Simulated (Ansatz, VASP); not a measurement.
C in VASP and in Ansatz

```
C
1.0
     2.46474    0.00000    0.00000
    -1.23237    2.13453    0.00000
     0.32107    0.00000    3.56743
C
2
Direct
  0.33333 0.66667 0.00000
  0.66667 0.33333 0.00000
```

Change from the starting cell: shear of c along a, cell held, atoms relaxed: +9.0 %.

Alike in both runs: functional PBE; dispersion D3(BJ); k mesh 24 × 24 × 14; occupations gaussian, width 0.1 eV; no spin polarisation.

Ansatz relaxed the structure, and its values are those at the end. VASP's run is a single point on that final structure, the one shown.

|  | VASP | Ansatz |
| --- | --- | --- |
| version | VASP 6.6.1 | Ansatz 0.2.0 |
| potentials or method | VASP PAW PBE potentials, release 64 (C), cutoff 520 eV | scalar-relativistic, plane waves, PAW |
| valence electrons in the cell | 8 | 8 |

VASP gave:

* gap on the k mesh at the Fermi level (eV): none
* pressure (GPa): 0.4

Task: Estimate Ansatz's values.

Result: gap on the k mesh at the Fermi level (eV): none; pressure (GPa): 0.0.

A gap of «none» marks a metal or a gap that the smearing closes. Ansatz's warnings: stress scf threshold loose.
